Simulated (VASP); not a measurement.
A run of VASP 6.6.1 is set up as follows.

INCAR

```
SYSTEM = Si2C
PREC = Accurate
ENCUT = 520
EDIFF = 1E-7
ISMEAR = 0
SIGMA = 0.1
LREAL = .False.
LASPH = .True.
NELM = 100
ALGO = Normal
ISIF = 2
LWAVE = .False.
LCHARG = .False.
GGA = PE
NBANDS = 21
```

KPOINTS

```
regular mesh
0
Gamma
  6 6 2
  0 0 0
```

File POSCAR:

```
Si2C
1.0
    2.9915206998     -0.0000000032      0.0000000000
   -1.4957603471      2.5907329235      0.0000000000
    0.0000000000      0.0000000000      9.3661835304
Si C
4 2
Direct
    0.3333333333      0.6666666667      0.7772238067
    0.3333333333      0.6666666667      0.2227761933
    0.3333333333      0.6666666667      0.5000000000
    0.6666666667      0.3333333333      0.0000000000
    0.6666666667      0.3333333333      0.3048755122
    0.6666666667      0.3333333333      0.6951244878
```

Potentials or basis: VASP PAW PBE potentials, release 64 (Si, C).

Command:

```sh
$ cat potpaw_PBE.64/Si/POTCAR potpaw_PBE.64/C/POTCAR > POTCAR
$ mpirun -np 1 vasp_std > vasp.out
```

(1) Estimate the largest force.

(2) Predict the band gap on the k mesh.

Results:

(1) 0.010 eV/Å.

(2) zero (band 12 reaches 13.85 eV, above the bottom of band 13 at 7.33 eV).

Caveat: the k points lie up to 0.40 Å⁻¹ apart.
